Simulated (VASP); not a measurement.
# TiWO5 in VASP: a series of runs, part 2 of 2

VASP 6.6.1. Earlier steps stand in the parts before.

### Step 3. Single point, PBE

INCAR

```
SYSTEM = TiWO5
ALGO     = Normal         ! electronic algorithm
EDIFF    = 1E-6           ! SCF threshold, eV
ENCUT    = 520            ! plane-wave cutoff, eV
GGA      = PE             ! functional
ISIF     = 2              ! what is computed and relaxed
ISMEAR   = -1             ! smearing method
ISYM     = 0            
LASPH    = .True.         ! aspherical terms in the spheres
LCHARG   = .False.        ! write CHGCAR
LREAL    = Auto         
LWAVE    = .False.        ! write WAVECAR
NBANDS   = 100            ! bands
NELM     = 80             ! most SCF steps
PREC     = Accurate       ! precision mode
SIGMA    = 0.131          ! smearing width, eV
```

KPOINTS

```
k-points
0
Gamma
  1 1 1
  0 0 0
```

POSCAR

```
TiWO5
1.0
    6.8352020000      0.2165210000     -0.0414970000
    0.2165210000      6.5964430000     -0.0725360000
   -0.0414970000     -0.0725360000      6.4352090000
Ti O W
3 15 3
Direct
    0.9836151838      0.4561653714      0.1197641740
    0.6738259807      0.7062463722      0.0757611825
    0.3176394853      0.6576723238      0.4386320639
    0.1847836710      0.7111910796      0.6919179974
    0.7224670799      0.4210486189      0.9553533380
    0.3244630320      0.2484207226      0.9250468303
    0.4267641984      0.7348185486      0.2051268626
    0.9180772856      0.2283295848      0.2911258310
    0.9998286174      1.0903342122      0.8186331432
    0.4651344854      0.9465122578      0.8132863904
    0.5345823430      0.2872123090      0.2742076902
    0.6452869380      0.1840798225      0.6599926880
    0.8235723004      0.5900799158      0.3348851322
    0.5209936868      0.5599038759      0.5819465790
    0.1785376920      0.4700015744      0.3127792451
    0.9463360592      0.6947065681      0.9915339724
    0.2256671453      0.9670599091      0.4541364806
    0.7199584133      0.0009481281      0.1008380439
    0.7006502611      0.3530571240      0.4676807289
    0.5649944820      0.1893224529      0.9586403906
    0.2098485773      0.9688517567      0.7227309505
```

Potentials or basis: VASP PAW PBE potentials, release 64 (Ti_sv, O, W_sv).

The run is started by

```console
cat potpaw_PBE.64/Ti_sv/POTCAR potpaw_PBE.64/O/POTCAR potpaw_PBE.64/W_sv/POTCAR > POTCAR
mpirun -np 1 vasp_gam > vasp.out
```

OUTCAR:

```text
SYSTEM = TiWO5
   EDIFF = 1E-6
   ENCUT = 520
   GGA = PE
   ISIF = 2
   ISMEAR = -1
   ISYM = 0
   LASPH = .True.
   LREAL = Auto
   NELM = 80
   PREC = Accurate

 ion  position               nearest neighbor table
   1  0.984  0.456  0.120-  16 1.80  15 1.82  13 1.94   8 1.96   5 2.09   2 2.62  19 3.09
   2  0.674  0.706  0.076-   7 1.89  16 1.94  18 1.99   5 2.03  13 2.08   1 2.62
   3  0.318  0.658  0.439-  14 1.75  15 1.78   7 1.79   4 1.89  17 2.10  21 2.79  19 3.20
   4  0.185  0.711  0.692-  21 1.73   3 1.89
   5  0.722  0.421  0.955-  20 1.93   2 2.03   1 2.09
   6  0.324  0.248  0.925-  20 1.68  21 2.40
   7  0.427  0.735  0.205-   3 1.79   2 1.89
   8  0.918  0.228  0.291-   1 1.96  19 2.01
   9  1.000  0.090  0.819-  21 1.71
  10  0.465  0.947  0.813-  21 1.83  20 1.99
  11  0.535  0.287  0.274-  19 1.74  20 2.13
  12  0.645  0.184  0.660-  19 1.75  20 2.00
  13  0.824  0.590  0.335-   1 1.94  19 2.03   2 2.08
  14  0.521  0.560  0.582-   3 1.75  19 1.92
  15  0.179  0.470  0.313-   3 1.78   1 1.82
  16  0.946  0.695  0.992-   1 1.80   2 1.94
  17  0.226  0.967  0.454-  21 1.73   3 2.10
  18  0.720  0.001  0.101-  20 1.83   2 1.99
  19  0.701  0.353  0.468-  11 1.74  12 1.75  14 1.92   8 2.01  13 2.03   1 3.09   3 3.20
  20  0.565  0.189  0.959-   6 1.68  18 1.83   5 1.93  10 1.99  12 2.00  11 2.13  21 3.25
  21  0.210  0.969  0.723-   9 1.71   4 1.73  17 1.73  10 1.83   6 2.40   3 2.79  20 3.25

IMPORTANT INFORMATION: All symmetrisations will be switched off!
NOSYMM: (Re-)initialisation of all symmetry stuff for point group C_1.

----------------------------------------------------------------------------------------

                                     Primitive cell

  volume of cell :     289.8031

  direct lattice vectors                    reciprocal lattice vectors
     6.835202000  0.216521000 -0.041497000     0.146458835 -0.004797560  0.000890353
     0.216521000  6.596443000 -0.072536000    -0.004797560  0.151772799  0.001679807
    -0.041497000 -0.072536000  6.435209000     0.000890353  0.001679807  0.155419784

  length of vectors
     6.838756446  6.600394160  6.435751576     0.146540095  0.151857897  0.155431412
[... 121 lines left out ...]
   LHFCALC =     F    Hartree Fock is set to
   AEXX    =    0.0000 exact exchange contribution
   IVDW    =     0    specifies the selected vdW correction
   LEPSILON=     F    determine dielectric tensor
   LRPA    =     F    only Hartree local field effects (RPA)
 non-spin polarized calculation
  energy-cutoff  :      520.00
  volume of cell :      289.80
 maximum number of plane-waves:      3899
 NGX is ok and might be reduce to    50
   NGX = 25   NGY = 25   NGZ = 23

 number of electron     168.0000012 magnetization

 Free energy of the ion-electron system (eV)
  ---------------------------------------------------
  ext. energy  EPLUGINS =         0.00000000
  ---------------------------------------------------
  free energy    TOTEN  =      -179.95348546 eV

  energy without entropy =     -179.95273669  energy(sigma->0) =     -179.95311108

 E-fermi :   3.0041     XC(G=0):  -9.6249

 val. band max:        1.8274451973   @ k =   0.0000   0.0000   0.0000
 cond. band min:       4.2191938015   @ k =   0.0000   0.0000   0.0000
 fundamental gap:      2.3917486042
 Fermi energy:         3.0040564696

 k-point     1 :       0.0000    0.0000    0.0000
  band No.  band energies     occupation
      1     -73.0436      2.00000
      2     -73.0287      2.00000
      3     -71.9190      2.00000
      4     -55.0935      2.00000
      5     -54.3058      2.00000
      6     -53.8978      2.00000
[... 88 lines left out ...]
     95       5.7570      0.00000
     96       5.9782      0.00000
 [bands above 96 left out]

------------------------ aborting loop because EDIFF is reached ----------------------------------------

  FORCE on cell =-STRESS in cart. coord.  units (eV):
  Direction    XX          YY          ZZ          XY          YZ          ZX
  --------------------------------------------------------------------------------------
  -------------------------------------------------------------------------------------
  Total       30.7922976     27.9335343     17.2167198      0.7314447     -3.6527686      2.4433893
  in kB      170.2352977    154.4306174     95.1826803      4.0437939    -20.1943409     13.5082841
  external PRESSURE =     139.9495318 kB  Pullay stress =       0.0000000 kB

 VOLUME and BASIS-vectors are now :
 -----------------------------------------------------------------------------
  energy-cutoff  :      520.00
  volume of cell :      289.80
      direct lattice vectors                 reciprocal lattice vectors
     6.835202000  0.216521000 -0.041497000     0.146458835 -0.004797560  0.000890353
     0.216521000  6.596443000 -0.072536000    -0.004797560  0.151772799  0.001679807
    -0.041497000 -0.072536000  6.435209000     0.000890353  0.001679807  0.155419784

 POSITION                                       TOTAL-FORCE (eV/Angst)
 -----------------------------------------------------------------------------------
      6.81701      3.21336      0.69680         2.344164     -1.503219      1.194686
      4.75551      4.79912      0.40835        -0.075857      1.971822      0.927377
      2.29533      4.37526      2.76180        -2.121390      0.629452     -1.667746
      1.38831      4.68115      4.39338        -1.633691     -4.250119      2.077731
      4.98973      2.86455      6.08738        -1.031260      0.612393     -0.163930
      2.23317      1.64185      5.92139        -5.558693      2.696890      0.139901
[... 13 lines left out ...]
      3.86306      1.30165      6.13187         5.770026     -0.746979      0.863856
      1.61414      6.38399      4.57194        -0.035950      1.566826      1.210661
 -----------------------------------------------------------------------------------
    total drift:                                0.003271     -0.039767     -0.008692

  FREE ENERGIE OF THE ION-ELECTRON SYSTEM (eV)
  ---------------------------------------------------
  free  energy   TOTEN  =      -179.9534854649 eV

  energy  without entropy=     -179.9527366900  energy(sigma->0) =     -179.95311108
```

It took 51 s on 1 thread of Intel Xeon Platinum 8488C (Sapphire Rapids), shared host; peak memory 0.32 GiB.

What came out:

| Item | Value |
| --- | --- |
| Free energy | -179.9535 eV |
| Pressure | 14.0 GPa |
| Largest force | 6.180 eV/Å |
| Band gap on the k mesh | 2.39 eV |

Forces in eV/Å, atoms in the order of the input:
```
Ti   2.344 -1.503  1.195
Ti  -0.076  1.972  0.927
Ti  -2.121  0.629 -1.668
O   -1.634 -4.250  2.078
O   -1.031  0.612 -0.164
O   -5.559  2.697  0.140
O    2.521  0.230 -2.130
O   -2.569  0.805  2.264
O   -2.445  1.733  0.891
O    2.911 -2.284  1.284
O   -1.569 -0.697 -1.491
O    0.097 -1.395  2.178
O   -1.982  1.096 -0.586
O    2.210 -0.911  0.946
O    0.724 -0.043 -0.300
O   -0.865 -0.168  0.275
O    0.622  1.634 -3.362
O   -1.149 -1.728 -0.442
W    3.838  0.751 -4.111
W    5.770 -0.747  0.864
W   -0.036  1.567  1.211
```

Caveat: the k points lie up to 0.98 Å⁻¹ apart; spin-orbit coupling is left out, which moves the levels of the heavy elements.

### Step 4. Single point, PBE

INCAR

```
SYSTEM = TiWO5
PREC = Accurate
ENCUT = 520
EDIFF = 1E-6
ISMEAR = -1
SIGMA = 0.131
LREAL = Auto
LASPH = .TRUE.
NELM = 60
ALGO = Normal
ISIF = 2
LWAVE = .FALSE.
LCHARG = .FALSE.
GGA = PE
ISYM = 0
NBANDS = 100
```

KPOINTS

```
regular mesh
0
G
  1 1 1
  0 0 0
```

POSCAR

```
TiWO5
1.0
    6.8352020000      0.2165210000     -0.0414970000
    0.2165210000      6.5964430000     -0.0725360000
   -0.0414970000     -0.0725360000      6.4352090000
Ti O W
3 15 3
Direct
    1.0588631809      0.4127226398      0.1314034859
    0.6170549505      0.6971807773      0.0899224305
    0.3066683845      0.6195052209      0.4824504144
    0.0990935169      0.7229736816      0.6963922543
    0.5743357824      0.4433449711      0.9962306870
    0.2661986017      0.1558140589      0.9911374397
    0.3963116250      0.7152186397      0.2386646405
    0.9111742223      0.2152290372      0.3032622328
    0.9587162986      1.1855086256      0.7414288959
    0.4516422685      0.8906758349      0.8551258959
    0.5411509795      0.2049682560      0.3356673761
    0.6213880860      0.2025449943      0.7283980280
    0.7671013318      0.5892921667      0.3398965442
    0.5361584044      0.5651850435      0.6092351045
    0.2253663440      0.3965814919      0.3938286173
    1.0112049178      0.6329826091      1.0302167338
    0.2567869404      0.9835666571      0.4999745741
    0.7226943149     -0.0150149189      0.1233241257
    0.7158113405      0.3284672588      0.4663027610
    0.5436060607      0.1406182689      0.9796862709
    0.1592161583      0.9835045937      0.7476926518
```

The run is started by

```console
cat potpaw_PBE.64/Ti_sv/POTCAR potpaw_PBE.64/O/POTCAR potpaw_PBE.64/W_sv/POTCAR > POTCAR
mpirun -np 1 vasp_gam > vasp.out
```

It took 54 s on 1 thread of Intel Xeon Platinum 8488C (Sapphire Rapids), shared host; peak memory 0.32 GiB.

Results (log left out):

- Free energy: -179.7778 eV
- Pressure: 3.0 GPa
- Largest force: 4.654 eV/Å
- Band gap on the k mesh: 1.99 eV

Forces in eV/Å, atoms in the order of the input:
```
Ti   0.992 -3.327  2.725
Ti  -0.882 -0.881  0.779
Ti   0.408  3.216  2.115
O   -0.196 -0.105  0.114
O    0.054 -0.987  1.332
O   -2.294  2.431  0.889
O    1.125  0.557 -1.285
O    0.241  0.846 -0.217
O    1.193 -0.727 -0.094
O    0.320 -0.608  0.523
O   -2.209 -0.323 -2.089
O    0.726 -0.569 -2.240
O    0.343 -1.551 -0.882
O    0.136 -1.580 -0.632
O   -2.097 -0.969 -2.462
O   -0.727  1.165 -0.139
O    0.081  1.115 -0.004
O    0.140 -1.772 -1.811
W    1.494  2.663  3.513
W    0.148  1.401  0.651
W    1.004  0.003 -0.786
```

Stress tensor (GPa, compression positive):
```
 4.28  2.89 -2.22
 2.89  1.87  2.89
-2.22  2.89  2.95
```

Levels at points of the mesh, in eV from the valence-band top:
| k point | band 80 | band 81 | band 82 | band 83 | band 84 | band 85 | band 86 | band 87 | band 88 | band 89 |
| --- | --- | --- | --- | --- | --- | --- | --- | --- | --- | --- |
| (0.00, 0.00, 0.00) | -0.77 | -0.61 | -0.55 | -0.37 | 0.00 | 1.99 | 2.14 | 2.45 | 2.61 | 2.89 |

Caveat: the k points lie up to 0.98 Å⁻¹ apart; spin-orbit coupling is left out, which moves the levels of the heavy elements.

### Step 5. Single point, PBE

INCAR

```
PREC = Accurate ; ENCUT = 520
EDIFF = 1E-6 ; ISMEAR = -1
SIGMA = 0.131 ; LREAL = Auto
LASPH = T ; NELM = 100
ALGO = Normal ; ISIF = 2
LWAVE = F ; LCHARG = F
GGA = PE ; ISYM = 0
NBANDS = 100
```

KPOINTS

```
regular mesh
0
Gamma
  1 1 1
```

POSCAR

```
TiWO5
1.0
    6.8352020000      0.2165210000     -0.0414970000
    0.2165210000      6.5964430000     -0.0725360000
   -0.0414970000     -0.0725360000      6.4352090000
Ti O W
3 15 3
Direct
    1.0123076828      0.4083936588      0.1213654404
    0.6972425376      0.7245053175      0.1662578778
    0.3075064795      0.6525746484      0.5068804682
    0.0498876988      0.7528670821      0.6988464798
    0.6506661579      0.4144669470      1.0299641345
    0.2977051825      0.3166406811      0.9982026567
    0.4766156861      0.7387490171      0.3128941142
    0.9137587163      0.2109661524      0.2998531806
    0.9767065629      1.2506320424      0.7982445074
    0.3637769717      0.9185530159      0.9010555546
    0.5445761104      0.1914341730      0.2912315892
    0.5983059982      0.1335353986      0.7139690456
    0.7699062856      0.5518879874      0.4242793899
    0.5019200749      0.4735220221      0.6264925616
    0.2158246273      0.4936455417      0.3071198072
    0.9408038761      0.6536048168      1.0479722442
    0.2341267321      1.0774761705      0.5226576741
    0.7148048769     -0.0269809355      0.0962427435
    0.7005278368      0.3004060179      0.4827694104
    0.5280518494      0.1657354147      0.9930176862
    0.1372411530      1.0013676158      0.7518886018
```

The run is started by

```console
cat potpaw_PBE.64/Ti_sv/POTCAR potpaw_PBE.64/O/POTCAR potpaw_PBE.64/W_sv/POTCAR > POTCAR
mpirun -np 1 vasp_gam > vasp.out
```

Run time: 55 s. Hardware: 1 thread of Intel Xeon Platinum 8488C (Sapphire Rapids), shared host; peak memory 0.31 GiB.

The run converged. Its results:

```
Free energy            : -180.1603 eV
Pressure               : 3.4 GPa
Largest force          : 4.547 eV/Å
Band gap on the k mesh : 2.42 eV
```

Forces in eV/Å, atoms in the order of the input:
```
Ti   1.921 -1.947 -0.412
Ti  -1.104 -4.073  0.444
Ti   0.850 -2.310 -1.011
O    0.980  0.533 -1.296
O    0.934  0.006 -0.666
O   -2.165 -1.326 -0.530
O   -1.131  1.102  0.550
O   -0.010  0.144  1.082
O    0.100 -1.771  0.306
O   -0.628  0.191  0.302
O   -1.155  1.043  3.083
O    2.312  0.478 -1.058
O    1.456  1.080 -0.842
O   -2.319  1.665 -0.900
O   -1.233  0.535  1.622
O    0.356  0.451  0.013
O    0.449 -1.160 -0.663
O    1.437 -0.230 -1.282
W   -0.052 -1.322  1.601
W   -0.438  4.114 -1.885
W   -0.560  2.795  1.542
```

Stress tensor (GPa, compression positive):
```
 4.54 -1.74 -0.88
-1.74  2.70 -1.65
-0.88 -1.65  2.92
```

Levels at points of the mesh, in eV from the valence-band top:
```
           k point  band 81  band 82  band 83  band 84  band 85  band 86  band 87  band 88
(0.00, 0.00, 0.00)    -0.44    -0.27    -0.12     0.00     2.42     2.60     2.72     2.80
```

Caveat: the k points lie up to 0.98 Å⁻¹ apart; spin-orbit coupling is left out, which moves the levels of the heavy elements.
